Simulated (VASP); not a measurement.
# Cd (Fd-3m) in VASP: notebook

Cd is run at these levels: RPBE; tasks: single point, relaxation of cell and atoms.

Everything below comes from runs of VASP 6.6.1. Logs are shortened: lines on timing, memory, paths and dates and some standing lists are left out, and cuts for length are marked.

## Step 1: The cell of the first run

Symmetry: Fd-3m, No. 227, cubic system. Conventional cell: a = 7.158 Å, b = 7.158 Å, c = 7.158 Å, α = 90.00°, β = 90.00°, γ = 90.00°. Cd (site symmetry -43m) has 4 Cd at 3.10 Å within 4.1 Å.

This isn't the form of Cd at room conditions, which is hcp.

## Step 2: Single point, RPBE (45.84 Å³/atom)

INCAR

```
SYSTEM = Cd
PREC     = Accurate       ! precision mode
ENCUT    = 520            ! plane-wave cutoff, eV
EDIFF    = 1E-7           ! SCF threshold, eV
ISMEAR   = -1             ! smearing method
SIGMA    = 0.1            ! smearing width, eV
LREAL    = .False.        ! projectors in reciprocal space
LASPH    = .True.         ! aspherical terms in the spheres
NELM     = 60             ! most SCF steps
ALGO     = Normal         ! electronic algorithm
ISIF     = 2              ! what is computed and relaxed
LWAVE    = .False.        ! write WAVECAR
LCHARG   = .False.        ! write CHGCAR
GGA      = RP             ! functional
NBANDS   = 19             ! bands
```

KPOINTS

```
Automatic mesh
0
Gamma
  9 9 9
  0 0 0
```

POSCAR

```
Cd
1.0
    0.0000000000      3.5789085431      3.5789085431
    3.5789085431      0.0000000000      3.5789085431
    3.5789085431      3.5789085431      0.0000000000
Cd
2
Direct
    0.1250000000      0.1250000000      0.1250000000
    0.8750000000      0.8750000000      0.8750000000
```

Potentials or basis: VASP PAW PBE potentials, release 64 (Cd).

Command:

```sh
$ cat potpaw_PBE.64/Cd/POTCAR > POTCAR
$ mpirun -np 1 vasp_std > vasp.out
```

OUTCAR:

```text
SYSTEM = Cd
   PREC = Accurate
   ENCUT = 520
   EDIFF = 1E-7
   ISMEAR = -1
   LREAL = .False.
   LASPH = .True.
   NELM = 60
   ISIF = 2
   GGA = RP

 ion  position               nearest neighbor table
   1  0.125  0.125  0.125-   2 3.10   2 3.10   2 3.10   2 3.10
   2  0.875  0.875  0.875-   1 3.10   1 3.10   1 3.10   1 3.10

  LATTYP: Found a face centered cubic cell.
 ALAT       =     7.1578170862

  Lattice vectors:

 A1 = (   0.0000000000,   3.5789085431,   3.5789085431)
 A2 = (   3.5789085431,   0.0000000000,   3.5789085431)
 A3 = (   3.5789085431,   3.5789085431,   0.0000000000)

Analysis of symmetry for initial positions (statically):
=====================================================================
 Subroutine PRICEL returns:
 Original cell was already a primitive cell.

 Routine SETGRP: Setting up the symmetry group for a
 face centered cubic supercell.

 Subroutine GETGRP returns: Found 48 space group operations
 (whereof 12 operations were pure point group operations)
 out of a pool of 48 trial point group operations.

The static configuration has the point symmetry D_3d.
 The point group associated with its full space group is O_h .

Analysis of symmetry for dynamics (positions and initial velocities):
=====================================================================
 Subroutine PRICEL returns:
 Original cell was already a primitive cell.

 Routine SETGRP: Setting up the symmetry group for a
 face centered cubic supercell.

 Subroutine GETGRP returns: Found 48 space group operations
 (whereof 12 operations were pure point group operations)
 out of a pool of 48 trial point group operations.

The dynamic configuration has the point symmetry D_3d.
 The point group associated with its full space group is O_h .

 Subroutine INISYM returns: Found 48 space group operations
 (whereof 12 operations are pure point group operations),
 and found     1 'primitive' translations

----------------------------------------------------------------------------------------

                                     Primitive cell

  volume of cell :      91.6815

[... 80 lines left out ...]
   ISTART =      0    job   : 0-new  1-cont  2-samecut
   ICHARG =      2    charge: 1-file 2-atom 10-const
   ISPIN  =      1    spin polarized calculation?
   LNONCOLLINEAR =      F non collinear calculations
   LSORBIT =      F    spin-orbit coupling
   LASPH  =      T    aspherical Exc in radial PAW
   ENCUT  =  520.0 eV  38.22 Ry    6.18 a.u.   9.41  9.41  9.41*2*pi/ulx,y,z
   NELM   =     60;   NELMIN=  2; NELMDL= -5     # of ELM steps
   EDIFF  = 0.1E-06   stopping-criterion for ELM
   LREAL  =      F    real-space projection
   EDIFFG = 0.1E-05   stopping-criterion for IOM
   NSW    =      0    number of steps for IOM
   IBRION =     -1    ionic relax: 0-MD 1-quasi-New 2-CG
   NFREE  =      0    steps in history (QN), initial steepest desc. (CG)
   ISIF   =      2    stress and relaxation
   ISYM   =      2    0-nonsym 1-usesym 2-fastsym
   POTIM  = 0.5000    time-step for ionic-motion
   TEBEG  =    0.0;   TEEND  =   0.0 temperature during run
   PSTRESS=    0.0 pullay stress
   NELECT =      24.0000    total number of electrons
   NUPDOWN=      -1.0000    fix difference up-down
   EMIN   =  10.00;   EMAX   =-10.00  energy-range for DOS
   EFERMI =   0.00;   METHOD = LEGACY
   ISMEAR =    -1;   SIGMA  =   0.10  broadening in eV -4-tet -1-fermi 0-gaus
   EFERMI_NEDOS =   21; number of points for ismear=-14 and -15
   IALGO  =     38    algorithm
   IMIX   =      4    mixing-type and parameters
     AMIX     =   0.40;   BMIX     =  1.00
     AMIX_MAG =   1.60;   BMIX_MAG =  1.00
  volume/ion in A,a.u.               =      45.84       309.35
  Fermi-wavevector in a.u.,A,eV,Ry     =   1.047252  1.979020 14.922017  1.096737
  Thomas-Fermi vector in A             =   2.182125
   LORBIT       =      0    0 simple, 1 ext, 2 COOP (PROOUT), +10 PAW based schemes
   GGA     = RP    functional components
   LHFCALC =     F    Hartree Fock is set to
   AEXX    =    0.0000 exact exchange contribution
   IVDW    =     0    specifies the selected vdW correction
   LEPSILON=     F    determine dielectric tensor
   LRPA    =     F    only Hartree local field effects (RPA)
 non-spin polarized calculation
  energy-cutoff  :      520.00
  volume of cell :       91.68
 maximum number of plane-waves:      2499
 NGX is ok and might be reduce to    40
   NGX = 19   NGY = 19   NGZ = 19

 number of electron      23.9999988 magnetization

 Free energy of the ion-electron system (eV)
  ---------------------------------------------------
  ext. energy  EPLUGINS =         0.00000000
  ---------------------------------------------------
  free energy    TOTEN  =        -0.26013416 eV

  energy without entropy =       -0.21926624  energy(sigma->0) =       -0.23970020

 E-fermi :  -0.2036     XC(G=0):  -6.9730

 val. band max:       -0.2105574999   @ k =  -0.3333   0.3333   0.1111
 cond. band min:      -0.1573807104   @ k =  -0.3333   0.4444   0.1111
 fundamental gap:      0.0531767895
 Fermi energy:        -0.2036037738

 k-point     1 :       0.0000    0.0000    0.0000
  band No.  band energies     occupation
      1      -9.2223      2.00000
      2      -9.2223      2.00000
      3      -9.2223      2.00000
      4      -9.1856      2.00000
      5      -9.1856      2.00000
      6      -8.7700      2.00000
[... 505 lines left out ...]
      6      -8.8956      2.00000
[... 11 lines left out ...]
     18       9.1549      0.00000
     19       9.8226      0.00000

 [... further k-points ...]

------------------------ aborting loop because EDIFF is reached ----------------------------------------

  FORCE on cell =-STRESS in cart. coord.  units (eV):
  Direction    XX          YY          ZZ          XY          YZ          ZX
  --------------------------------------------------------------------------------------
  -------------------------------------------------------------------------------------
  Total       -0.1794198     -0.1794198     -0.1794198      0.0000000     -0.0000000      0.0000000
  in kB       -3.1354453     -3.1354453     -3.1354453      0.0000000     -0.0000000      0.0000000
  external PRESSURE =      -3.1354453 kB  Pullay stress =       0.0000000 kB

 VOLUME and BASIS-vectors are now :
 -----------------------------------------------------------------------------
  energy-cutoff  :      520.00
  volume of cell :       91.68
      direct lattice vectors                 reciprocal lattice vectors
     0.000000000  3.578908543  3.578908543    -0.139707398  0.139707398  0.139707398
     3.578908543  0.000000000  3.578908543     0.139707398 -0.139707398  0.139707398
     3.578908543  3.578908543  0.000000000     0.139707398  0.139707398 -0.139707398

 POSITION                                       TOTAL-FORCE (eV/Angst)
 -----------------------------------------------------------------------------------
      0.89473      0.89473      0.89473         0.000000     -0.000000      0.000000
      6.26309      6.26309      6.26309        -0.000000      0.000000     -0.000000
 -----------------------------------------------------------------------------------
    total drift:                                0.000000      0.000000     -0.000000

  FREE ENERGIE OF THE ION-ELECTRON SYSTEM (eV)
  ---------------------------------------------------
  free  energy   TOTEN  =        -0.2601341637 eV

  energy  without entropy=       -0.2192662439  energy(sigma->0) =       -0.23970020
```

OSZICAR:

```text
N       E                     dE             d eps       ncg     rms          rms(c)
DAV:   1     0.148320273758E+03    0.14832E+03   -0.11449E+04  1330   0.110E+03
DAV:   2     0.386583454833E+01   -0.14445E+03   -0.14063E+03  1380   0.291E+02
DAV:   3    -0.247139452335E+00   -0.41130E+01   -0.41024E+01  1544   0.543E+01
DAV:   4    -0.257700055928E+00   -0.10561E-01   -0.10560E-01  1450   0.283E+00
DAV:   5    -0.257773257277E+00   -0.73201E-04   -0.73201E-04  1431   0.199E-01    0.147E+00
DAV:   6    -0.254004651208E+00    0.37686E-02   -0.37864E-02  1441   0.177E+00    0.126E+00
DAV:   7    -0.258378613682E+00   -0.43740E-02   -0.82143E-03  1369   0.647E-01    0.577E-01
DAV:   8    -0.259991413724E+00   -0.16128E-02   -0.19779E-03  1405   0.376E-01    0.416E-02
DAV:   9    -0.260122668329E+00   -0.13125E-03   -0.14829E-04  1413   0.722E-02    0.971E-03
DAV:  10    -0.260131782182E+00   -0.91139E-05   -0.12044E-05  1463   0.192E-02    0.216E-03
DAV:  11    -0.260133776052E+00   -0.19939E-05   -0.84883E-06  1363   0.106E-02    0.121E-03
DAV:  12    -0.260134011606E+00   -0.23555E-06   -0.13042E-07  1169   0.253E-03    0.521E-04
DAV:  13    -0.260134160251E+00   -0.14865E-06   -0.56819E-08  1092   0.106E-03    0.924E-05
DAV:  14    -0.260134163671E+00   -0.34206E-08   -0.16622E-09   728   0.318E-04
   1 F= -.26013416E+00 E0= -.23970020E+00  d E =-.408679E-01
```

stdout:

```text
POSCAR found type information on POSCAR Cd
 POSCAR found :  1 types and       2 ions
 scaLAPACK will be used
 -----------------------------------------------------------------------------
|                                                                             |
|                                                                             |
|     You enforced a specific xc type in the INCAR file but a different       |
|     I HOPE YOU KNOW WHAT YOU ARE DOING!                                     |
|                                                                             |
 -----------------------------------------------------------------------------

 LDA part: xc-table for (Slater+PW92), standard interpolation
 POSCAR, INCAR and KPOINTS ok, starting setup
 FFT: planning ... GRIDC
 FFT: planning ... GRID_SOFT
 FFT: planning ... GRID
 WAVECAR not read
 entering main loop
```

Run time: 36 s. Hardware: 1 thread of Intel Xeon Platinum 8488C (Sapphire Rapids), shared host; peak memory 0.26 GiB.

Results:

```yaml
Free_energy: -0.2601 eV
Pressure: -0.3 GPa
Band_gap_on_the_k_mesh: zero (bands 12 and 13 overlap by 3.24 eV)
```

Caveat: the PAW data sets were made with another functional, which shifts forces and pressure a little.

## Step 3: Single point, RPBE (47.54 Å³/atom)

This run uses another cell than the first one, of 47.54 Å³/atom.

INCAR

```
SYSTEM = Cd
ALGO = Normal ; EDIFF = 1E-7
ENCUT = 520 ; GGA = RP
ISIF = 2 ; ISMEAR = -1
LASPH = .True. ; LCHARG = .False.
LREAL = .False. ; LWAVE = .False.
NBANDS = 19 ; NELM = 100
PREC = Accurate ; SIGMA = 0.1
```

KPOINTS

```
k-points
0
Gamma
  9 9 9
  0 0 0
```

POSCAR

```
Cd
1.0
    0.0000000000      3.6225580711      3.6225580711
    3.6225580711      0.0000000000      3.6225580711
    3.6225580711      3.6225580711      0.0000000000
Cd
2
Direct
    0.1250000000      0.1250000000      0.1250000000
    0.8750000000      0.8750000000      0.8750000000
```

Potentials or basis: VASP PAW PBE potentials, release 64 (Cd).

Command:

```sh
$ cat potpaw_PBE.64/Cd/POTCAR > POTCAR
$ mpirun -np 1 vasp_std > vasp.out
```

It took 35 s on 1 thread of Intel Xeon Platinum 8488C (Sapphire Rapids), shared host; peak memory 0.25 GiB.

Results (log left out):

| Item | Value |
| --- | --- |
| Free energy | -0.2521 eV |
| Pressure | -0.4 GPa |
| Band gap on the k mesh | zero (bands 12 and 13 overlap by 2.92 eV) |

Levels at points of the mesh, in eV from the Fermi level:
```csv
k point,band 8,band 9,band 10,band 11,band 12,band 13,band 14,band 15,band 16,band 17
"(0.00, 0.00, 0.00)",-8.59,-8.53,-8.53,-5.55,2.77,3.28,3.28,3.28,4.55,4.55
```

Caveat: the PAW data sets were made with another functional, which shifts forces and pressure a little.

## Step 4: Relaxation of cell and atoms, RPBE

This run uses another cell than the first one, of 29.14 Å³/atom.

INCAR

```
ALGO     = Normal         # electronic algorithm
EDIFF    = 1E-7           # SCF threshold, eV
EDIFFG   = -0.01          # ionic threshold
ENCUT    = 600            # plane-wave cutoff, eV
GGA      = RP             # functional
IBRION   = 2              # ionic algorithm
ISIF     = 3              # what is computed and relaxed
ISMEAR   = -1             # smearing method
LASPH    = True           # aspherical terms in the spheres
LCHARG   = False          # write CHGCAR
LREAL    = False          # projectors in reciprocal space
LWAVE    = False          # write WAVECAR
NELM     = 80             # most SCF steps
NSW      = 80             # ionic steps
PREC     = Accurate       # precision mode
SIGMA    = 0.1            # smearing width, eV
```

KPOINTS

```
k-points
0
Gamma
  9 9 9
```

POSCAR

```
Cd
1.0
    0.0000000000      3.0772608027      3.0772608027
    3.0772608027      0.0000000000      3.0772608027
    3.0772608027      3.0772608027      0.0000000000
Cd
2
Direct
    0.1250000000      0.1250000000      0.1250000000
    0.8750000000      0.8750000000      0.8750000000
```

Command:

```sh
$ cat potpaw_PBE.64/Cd/POTCAR > POTCAR
$ mpirun -np 1 vasp_std > vasp.out
```

Run time: 97 s. Hardware: 1 thread of Intel Xeon Platinum 8488C (Sapphire Rapids), shared host; peak memory 0.22 GiB.

Results (log left out):

- Free energy: -0.2598 eV
- Relaxed volume: 42.33 Å³/atom
- Relaxed cell: a = 4.929 Å, b = 4.929 Å, c = 4.929 Å, α = 60.00°, β = 60.00°, γ = 60.00°
- Space group after relaxing (to 0.1 Å): Fd-3m (No. 227)
- Energy gained by relaxing: 262.5 meV/atom
- Ionic steps: 6
- Pressure after relaxing: 0.0 GPa
- Band gap on the k mesh: zero (bands 12 and 13 overlap by 3.96 eV)

The path:
| step | energy change (eV) | largest force (eV/Å) | pressure (GPa) | volume (Å³) |
| --- | --- | --- | --- | --- |
| 1 | 0.0000 | 0.0000 | 10.03 | 58.28 |
| 2 | -0.4874 | 0.0000 | 1.43 | 75.05 |
| 3 | -0.5142 | 0.0000 | 0.68 | 79.21 |
| 4 | -0.5223 | 0.0000 | -0.26 | 87.97 |
| 5 | -0.5250 | 0.0000 | -0.05 | 85.27 |
| 6 | -0.5250 | 0.0000 | 0.01 | 84.67 |

Final structure:
```
Cd
1.0
     0.00000    3.48518    3.48518
     3.48518    0.00000    3.48518
     3.48518    3.48518    0.00000
Cd
2
Direct
  0.12500 0.12500 0.12500
  0.87500 0.87500 0.87500
```

Levels at points of the mesh, in eV from the Fermi level:
```csv
k point,band 10,band 11,band 12,band 13,band 14,band 15
"(0.00, 0.00, 0.00)",-8.45,-5.88,3.70,3.71,3.71,3.71
```

Caveat: the volume moved by over 15 % at a fixed basis, so the end points are rough; the PAW data sets were made with another functional, which shifts forces and pressure a little.

(Continued in part 2 of 2.)
